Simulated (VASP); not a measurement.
Here is a VASP 6.6.1 calculation.

File POSCAR:

```
FeBrO
1.0
    3.5710060000      0.0000000000      0.0000000000
    0.0000000000      3.5710060000      0.0000000000
    0.0000000000      0.0000000000      6.8550400000
Fe Br O
2 2 2
Direct
    0.0000000000      0.5000000000      0.1789000000
    0.5000000000      0.0000000000      0.8211000000
    0.0000000000      0.5000000000      0.6183000000
    0.5000000000      0.0000000000      0.3817000000
    0.0000000000      0.0000000000      0.0000000000
    0.5000000000      0.5000000000      0.0000000000
```

The input INCAR.step1:

```
SYSTEM = FeBrO
  ALGO = Normal
  EDIFF = 1E-4
  ENCUT = 520
  GGA = PE
  ISMEAR = -1
  LASPH = .TRUE.
  LCHARG = .FALSE.
  LREAL = .FALSE.
  LWAVE = .TRUE.
  NBANDS = 30
  NELM = 60
  PREC = Accurate
  SIGMA = 0.1
```

INCAR.step2

```
SYSTEM = FeBrO
  ALGO = Normal
  EDIFF = 1E-6
  ENCUT = 520
  ISIF = 2
  ISMEAR = -1
  ISTART = 1
  LASPH = .TRUE.
  LCHARG = .FALSE.
  LMIXTAU = .TRUE.
  LREAL = .FALSE.
  LWAVE = .FALSE.
  METAGGA = R2SCAN
  NBANDS = 30
  NELM = 60
  PREC = Accurate
  SIGMA = 0.1
```

The input KPOINTS:

```
k-points
0
G
  9 9 5
  0 0 0
```

Potentials or basis: VASP PAW PBE potentials, release 64 (Fe, Br, O).

The run is started by

```bash
$ cat potpaw_PBE.64/Fe/POTCAR potpaw_PBE.64/Br/POTCAR potpaw_PBE.64/O/POTCAR > POTCAR
$ cp INCAR.step1 INCAR
$ mpirun -np 1 vasp_std > vasp.out
$ cp INCAR.step2 INCAR
$ mpirun -np 1 vasp_std > vasp.out
```

Q: What does it give for the band gap on the k mesh?

A: Zero (bands 21 and 22 overlap by 0.38 eV).

Q: Estimate the largest force.

A: 4.000 eV/Å.

Stress tensor (GPa, compression positive):
```
-13.86   0.00   0.00
  0.00 -13.86   0.00
  0.00   0.00 -11.76
```

Caveat: the cell stands under tension; the PAW data sets were made with another functional, which shifts forces and pressure a little; the run has no spin polarisation, though such a crystal can be magnetic; semilocal functionals often make such compounds metallic where correlation or magnetic order opens a gap, which also shifts bond lengths. With open d or f shells a metallic result of r2SCAN can be an artefact of self-interaction; +U or a hybrid may open a gap.
